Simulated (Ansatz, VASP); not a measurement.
# Si7C in VASP and in Ansatz

```
Si C
1.0
     5.19647    0.00000    0.00000
     0.00000    5.19647    0.00000
     0.00000    0.00000    5.19647
Si C
7 1
Direct
  0.22470 0.22470 0.22470
  0.00000 0.50000 0.50000
  0.50000 0.50000 0.00000
  0.50000 0.00000 0.50000
  0.77530 0.22470 0.77530
  0.77530 0.77530 0.22470
  0.22470 0.77530 0.77530
  0.00000 0.00000 0.00000
```

Alike in both runs: task relaxation of cell and atoms; functional PBE; k mesh 8 × 8 × 8; occupations gaussian, width 0.1 eV; no spin polarisation.

|  | VASP | Ansatz |
| --- | --- | --- |
| version | VASP 6.6.1 | Ansatz 0.2.0 |
| potentials or method | VASP PAW PBE potentials, release 64 (Si, C), cutoff 600 eV | scalar-relativistic, plane waves, PAW |
| valence electrons in the cell | 32 | 32 |

Ansatz gave:

```
gap on the k mesh at the Fermi level, each at its own relaxed structure (eV) : none
relaxed volume (Å³/atom)                                                     : 17.53
relaxed cell length with the largest relative difference (Å)                 : 5.195
```

Q: What did VASP give for the same quantities?

A: gap on the k mesh at the Fermi level, each at its own relaxed structure (eV): none; relaxed volume (Å³/atom): 17.52; relaxed cell length with the largest relative difference (Å): 5.194.

A gap of «none» marks a metal or a gap that the smearing closes.
